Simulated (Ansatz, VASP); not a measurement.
# Cl in VASP and in Ansatz

```
CELL_PARAMETERS angstrom
8.70659 0.00000 0.00000
0.00000 8.70659 0.00000
0.00000 0.00000 8.70659
ATOMIC_POSITIONS crystal
Cl 0.41531 0.91056 0.41540
Cl 0.41790 0.14501 0.41043
Cl 0.82425 0.72373 0.92708
Cl 0.88303 0.70632 0.70167
Cl 0.03342 0.59824 0.41141
Cl 0.98692 0.63725 0.18164
Cl 0.03758 0.28175 0.60743
Cl 0.02406 0.22192 0.83511
Cl 0.40036 0.54968 0.79792
Cl 0.40456 0.54071 0.03100
Cl 0.98811 0.11568 0.32965
Cl 0.97731 0.06122 0.10260
Cl 0.65427 0.17984 0.84254
Cl 0.42675 0.13337 0.86311
Cl 0.41604 0.54367 0.41479
Cl 0.64912 0.53013 0.42492
```

Alike in both runs: functional PBE; dispersion D3(BJ); k mesh 1 × 1 × 1; occupations fermi-dirac, width 0.02 eV; no spin polarisation.

Ansatz relaxed the structure, and its values are those at the end. VASP's run is a single point on that final structure, the one shown.

|  | VASP | Ansatz |
| --- | --- | --- |
| version | VASP 6.6.1 | Ansatz 0.2.0 |
| potentials or method | VASP PAW PBE potentials, release 64 (Cl), cutoff 400 eV | scalar-relativistic, plane waves, PAW |
| valence electrons in the cell | 112 | 112 |

```tsv
	VASP	Ansatz	Ansatz less VASP
rms of the force components (eV/Å)	0.129	0.060	-0.0691
```
